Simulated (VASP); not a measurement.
# Rh (P-3m1) in VASP: single point with PBEsol

Aim: the single point of Rh with PBEsol.

Program: VASP 6.6.1. These are calculated values, not measurements. Logs are shortened: lines on timing, memory, paths and dates and some standing lists are left out, and cuts for length are marked.

### 1 The cell of the first run

It takes space group P-3m1 (No. 164, trigonal). The conventional cell has a = 2.673 Å, b = 2.673 Å, c = 12.944 Å, α = 90.00°, β = 90.00°, γ = 120.00°. Rh (site symmetry 3m) has 12 Rh at 2.55 to 2.67 Å within 3.4 Å. Within 3.5 Å of Rh (site symmetry 3m) lie 12 Rh at 2.67 Å. Within 3.5 Å of Rh (site symmetry 3m) lie 12 Rh at 2.67 Å.

### 2 Single point, PBEsol (the distance across one plane changed)

The input, INCAR:

```
PREC = Accurate
ENCUT = 520
EDIFF = 1E-6
ISMEAR = 0
SIGMA = 0.15
LREAL = F
LASPH = T
NELM = 80
ALGO = Fast
ISIF = 2
LWAVE = F
LCHARG = T
GGA = PS
LELF = T
LVHAR = T
NBANDS = 54
```

The input, KPOINTS:

```
regular mesh
0
Gamma
  25 25 5
```

The input, POSCAR:

```
Rh
1.0
    1.8899965795     -1.8899965795      0.0000000000
    1.8899965795      0.0000000000     -1.8899965795
    7.4733837776      7.4733837776      7.4733837776
Rh
6
Direct
    0.6666666667      0.6666666667      0.0842821510
    0.0000000000      0.0000000000      0.9272722591
    0.3333333333      0.3333333333      0.2528801726
    0.6666666667      0.6666666667      0.5900762158
    0.0000000000      0.0000000000      0.4214781942
    0.3333333333      0.3333333333      0.7586742375
```

Potentials or basis: VASP PAW PBE potentials, release 64 (Rh_pv).

On the command line:

```console
$ cat potpaw_PBE.64/Rh_pv/POTCAR > POTCAR
$ mpirun -np 1 vasp_std > vasp.out
```

OUTCAR:

```text
PREC = Accurate
   ENCUT = 520
   EDIFF = 1E-6
   ISMEAR = 0
   LREAL = F
   LASPH = T
   NELM = 80
   ISIF = 2
   GGA = PS

 ion  position               nearest neighbor table
   1  0.667  0.667  0.084-   2 2.55   2 2.55   2 2.55   3 2.67   3 2.67   3 2.67
   2  0.000  0.000  0.927-   1 2.55   1 2.55   1 2.55   6 2.67   6 2.67   6 2.67
   3  0.333  0.333  0.253-   5 2.67   1 2.67   1 2.67   5 2.67   5 2.67   1 2.67
   4  0.667  0.667  0.590-   5 2.67   5 2.67   5 2.67   6 2.67   6 2.67   6 2.67
   5  0.000  0.000  0.421-   3 2.67   4 2.67   3 2.67   3 2.67   4 2.67   4 2.67
   6  0.333  0.333  0.759-   2 2.67   2 2.67   2 2.67   4 2.67   4 2.67   4 2.67

  LATTYP: Found a hexagonal cell.
 ALAT       =     2.6728587956
 C/A-ratio  =     4.8428597982

  Lattice vectors:

 A1 = (  -1.8899965795,   0.0000000000,   1.8899965795)
 A2 = (   1.8899965795,  -1.8899965795,   0.0000000000)
 A3 = (   7.4733837776,   7.4733837776,   7.4733837776)

Analysis of symmetry for initial positions (statically):
=====================================================================
 Subroutine PRICEL returns:
 Original cell was already a primitive cell.

 Routine SETGRP: Setting up the symmetry group for a
 hexagonal supercell.

 Subroutine GETGRP returns: Found 12 space group operations
 (whereof  6 operations were pure point group operations)
 out of a pool of 24 trial point group operations.

The static configuration has the point symmetry C_3v.
 The point group associated with its full space group is D_3d.

Analysis of symmetry for dynamics (positions and initial velocities):
=====================================================================
 Subroutine PRICEL returns:
 Original cell was already a primitive cell.

 Routine SETGRP: Setting up the symmetry group for a
 hexagonal supercell.

 Subroutine GETGRP returns: Found 12 space group operations
 (whereof  6 operations were pure point group operations)
 out of a pool of 24 trial point group operations.

The dynamic configuration has the point symmetry C_3v.
 The point group associated with its full space group is D_3d.

 Subroutine INISYM returns: Found 12 space group operations
 (whereof  6 operations are pure point group operations),
 and found     1 'primitive' translations

----------------------------------------------------------------------------------------

                                     Primitive cell

  volume of cell :      80.0867

  direct lattice vectors                    reciprocal lattice vectors
     1.889996579 -1.889996579  0.000000000     0.176367162 -0.352734324  0.176367162
     1.889996579  0.000000000 -1.889996579     0.176367162  0.176367162 -0.352734324
     7.473383778  7.473383778  7.473383778     0.044602732  0.044602732  0.044602732

  length of vectors
     2.672858796  2.672858796 12.944280407     0.432009555  0.432009555  0.077254198

  position of ions in fractional coordinates (direct lattice)
     0.666666667  0.666666667  0.084282151
     0.000000000  0.000000000  0.927272259
     0.333333333  0.333333333  0.252880173
     0.666666667  0.666666667  0.590076216
     0.000000000  0.000000000  0.421478194
     0.333333333  0.333333333  0.758674238

  ion indices of the primitive-cell ions
   primitive index   ion index
                 1           1
                 2           2
                 3           3
                 4           4
                 5           5
                 6           6

----------------------------------------------------------------------------------------

 KPOINTS: regular mesh

Automatic generation of k-mesh.
 Grid dimensions read from file:
 generate k-points for:   25   25    5

 Generating k-lattice:

  Cartesian coordinates                     Fractional coordinates (reciprocal lattice)
     0.007054686 -0.014109373  0.007054686     0.040000000  0.000000000  0.000000000
     0.007054686  0.007054686 -0.014109373     0.000000000  0.040000000  0.000000000
     0.008920546  0.008920546  0.008920546     0.000000000  0.000000000  0.200000000

  Length of vectors
     0.017280382  0.017280382  0.015450840

  Shift w.r.t. Gamma in fractional coordinates (k-lattice)
     0.000000000  0.000000000  0.000000000

 Subroutine IBZKPT returns following result:
 ===========================================

 Found    299 irreducible k-points:

 Following reciprocal coordinates:
            Coordinates               Weight
  0.000000  0.000000  0.000000      1.000000
  0.040000  0.000000  0.000000      6.000000
  0.080000  0.000000  0.000000      6.000000
  0.120000  0.000000  0.000000      6.000000
  0.160000  0.000000  0.000000      6.000000
  0.200000  0.000000  0.000000      6.000000
[... 16 lines left out ...]
  0.440000  0.040000  0.000000     12.000000
  0.480000  0.040000  0.000000     12.000000
 [... further k-points ...]
   k-points           NKPTS =    299   k-points in BZ     NKDIM =    299   number of bands    NBANDS=     54
   number of dos      NEDOS =    301   number of ions     NIONS =      6
   total plane-waves  NPLWV =  38400
   dimension x,y,z NGX =    20 NGY =   20 NGZ =   96
   dimension x,y,z NGXF=    40 NGYF=   40 NGZF=  192
   ions per type =               6
   NGX,Y,Z   is equivalent  to a cutoff of  12.44, 12.44, 12.33 a.u.
   NGXF,Y,Z  is equivalent  to a cutoff of  24.88, 24.88, 24.66 a.u.
 SYSTEM =  unknown system
   PREC   = accura    normal or accurate (medium, high low for compatibility)
   ISTART =      0    job   : 0-new  1-cont  2-samecut
   ICHARG =      2    charge: 1-file 2-atom 10-const
   ISPIN  =      1    spin polarized calculation?
   LNONCOLLINEAR =      F non collinear calculations
   LSORBIT =      F    spin-orbit coupling
   LASPH  =      T    aspherical Exc in radial PAW
   ENCUT  =  520.0 eV  38.22 Ry    6.18 a.u.   4.97  4.97 24.07*2*pi/ulx,y,z
   NELM   =     80;   NELMIN=  2; NELMDL= -5     # of ELM steps
   EDIFF  = 0.1E-05   stopping-criterion for ELM
   LREAL  =      F    real-space projection
   EDIFFG = 0.1E-04   stopping-criterion for IOM
   NSW    =      0    number of steps for IOM
   IBRION =     -1    ionic relax: 0-MD 1-quasi-New 2-CG
   NFREE  =      0    steps in history (QN), initial steepest desc. (CG)
   ISIF   =      2    stress and relaxation
   ISYM   =      2    0-nonsym 1-usesym 2-fastsym
   POTIM  = 0.5000    time-step for ionic-motion
   TEBEG  =    0.0;   TEEND  =   0.0 temperature during run
   PSTRESS=    0.0 pullay stress
   NELECT =      90.0000    total number of electrons
   NUPDOWN=      -1.0000    fix difference up-down
   EMIN   =  10.00;   EMAX   =-10.00  energy-range for DOS
   EFERMI =   0.00;   METHOD = LEGACY
   ISMEAR =     0;   SIGMA  =   0.15  broadening in eV -4-tet -1-fermi 0-gaus
   EFERMI_NEDOS =   21; number of points for ismear=-14 and -15
   IALGO  =     68    algorithm
   IMIX   =      4    mixing-type and parameters
     AMIX     =   0.40;   BMIX     =  1.00
     AMIX_MAG =   1.60;   BMIX_MAG =  1.00
  volume/ion in A,a.u.               =      13.35        90.08
  Fermi-wavevector in a.u.,A,eV,Ry     =   1.702036  3.216382 39.415091  2.896927
  Thomas-Fermi vector in A             =   2.781879
   LORBIT       =      0    0 simple, 1 ext, 2 COOP (PROOUT), +10 PAW based schemes
   GGA     = PS    functional components
   LHFCALC =     F    Hartree Fock is set to
   AEXX    =    0.0000 exact exchange contribution
   IVDW    =     0    specifies the selected vdW correction
   LEPSILON=     F    determine dielectric tensor
   LRPA    =     F    only Hartree local field effects (RPA)
 non-spin polarized calculation
 RMM-DIIS sequential band-by-band and
 Gauss-broadening in eV      SIGMA  =   0.15
  energy-cutoff  :      520.00
  volume of cell :       80.09
 maximum number of plane-waves:      2191
   NGX =  9   NGY =  9   NGZ = 49

 number of electron      90.0000012 magnetization

 Free energy of the ion-electron system (eV)
  ---------------------------------------------------
  ext. energy  EPLUGINS =         0.00000000
  ---------------------------------------------------
  free energy    TOTEN  =       -48.76213128 eV

  energy without entropy =      -48.67843591  energy(sigma->0) =      -48.72028359

 E-fermi :  12.3063     XC(G=0): -14.4075

 val. band max:       12.3045421017   @ k =   0.4000   0.1200  -0.0000
 cond. band min:      12.3076159183   @ k =   0.4000   0.0400   0.2000
 fundamental gap:      0.0030738166
 Fermi energy:        12.3063486674

 k-point     1 :       0.0000    0.0000    0.0000
  band No.  band energies     occupation
      1     -35.0051      2.00000
      2     -34.7267      2.00000
      3     -34.6468      2.00000
      4     -34.3060      2.00000
      5     -34.2811      2.00000
      6     -34.2811      2.00000
[... 46 lines left out ...]
     53      12.9577      0.00000
     54      13.0725      0.00000

 k-point     2 :       0.0400    0.0000    0.0000
  band No.  band energies     occupation
      1     -35.0014      2.00000
      2     -34.7244      2.00000
      3     -34.6461      2.00000
      4     -34.3147      2.00000
      5     -34.2842      2.00000
      6     -34.2839      2.00000
[... 46 lines left out ...]
     53      12.9485      0.00000
     54      13.8465      0.00000

 k-point     3 :       0.0800    0.0000    0.0000
  band No.  band energies     occupation
      1     -34.9906      2.00000
      2     -34.7178      2.00000
      3     -34.6446      2.00000
      4     -34.3401      2.00000
      5     -34.2940      2.00000
      6     -34.2930      2.00000
[... 46 lines left out ...]
     53      12.9921      0.00000
     54      14.7180      0.00000
[... 1084 lines left out ...]
 k-point    23 :       0.4400    0.0400    0.0000
  band No.  band energies     occupation
      1     -34.9316      2.00000
      2     -34.9066      2.00000
      3     -34.7658      2.00000
      4     -34.7202      2.00000
      5     -34.7103      2.00000
      6     -34.6749      2.00000
[... 46 lines left out ...]
     53      17.3111      0.00000
     54      19.3223      0.00000

 k-point    24 :       0.4800    0.0400    0.0000
  band No.  band energies     occupation
      1     -34.9558      2.00000
      2     -34.9223      2.00000
      3     -34.7859      2.00000
      4     -34.7447      2.00000
      5     -34.7348      2.00000
      6     -34.6996      2.00000
[... 46 lines left out ...]
     53      16.8867      0.00000
     54      18.1087      0.00000

 [... further k-points ...]
[... 5 lines left out ...]
  --------------------------------------------------------------------------------------
  -------------------------------------------------------------------------------------
  Total        2.1442129      2.1442129      2.1442129      0.9619265      0.9619265      0.9619265
  in kB       42.8961109     42.8961109     42.8961109     19.2438474     19.2438474     19.2438474
  external PRESSURE =      42.8961109 kB  Pullay stress =       0.0000000 kB

 VOLUME and BASIS-vectors are now :
 -----------------------------------------------------------------------------
  energy-cutoff  :      520.00
  volume of cell :       80.09
      direct lattice vectors                 reciprocal lattice vectors
     1.889996579 -1.889996579  0.000000000     0.176367162 -0.352734324  0.176367162
     1.889996579  0.000000000 -1.889996579     0.176367162  0.176367162 -0.352734324
     7.473383778  7.473383778  7.473383778     0.044602732  0.044602732  0.044602732

 POSITION                                       TOTAL-FORCE (eV/Angst)
 -----------------------------------------------------------------------------------
      3.14987     -0.63012     -0.63012         0.801277      0.801277      0.801277
      6.92986      6.92986      6.92986        -0.801277     -0.801277     -0.801277
      3.14987      1.25987      1.25987         0.106718      0.106718      0.106718
      6.92986      3.14987      3.14987        -0.011390     -0.011390     -0.011390
      3.14987      3.14987      3.14987         0.011390      0.011390      0.011390
      6.92986      5.03986      5.03986        -0.106718     -0.106718     -0.106718
 -----------------------------------------------------------------------------------
    total drift:                               -0.000020     -0.000020     -0.000020

  FREE ENERGIE OF THE ION-ELECTRON SYSTEM (eV)
  ---------------------------------------------------
  free  energy   TOTEN  =       -48.7621312762 eV

  energy  without entropy=      -48.6784359095  energy(sigma->0) =      -48.72028359
```

Wall time 20 min (1 thread of Oxide Virtual Turin-like, shared host); peak memory 0.8 GiB.

What came out:

* Free energy: -48.7621 eV
* Pressure: 4.3 GPa
* Largest force: 1.388 eV/Å
* Band gap on the k mesh: zero (bands 45 and 46 overlap by 2.17 eV)

Forces in eV/Å, atoms in the order of the input:
```
Rh   0.801  0.801  0.801
Rh  -0.801 -0.801 -0.801
Rh   0.107  0.107  0.107
Rh  -0.011 -0.011 -0.011
Rh   0.011  0.011  0.011
Rh  -0.107 -0.107 -0.107
```

Stress tensor (GPa, compression positive):
```
4.29 1.92 1.92
1.92 4.29 1.92
1.92 1.92 4.29
```

Caveat: the cell differs from its parent crystal (the distance across one plane changed); the cell stands under pressure; the PAW data sets were made with another functional, which shifts forces and pressure a little.
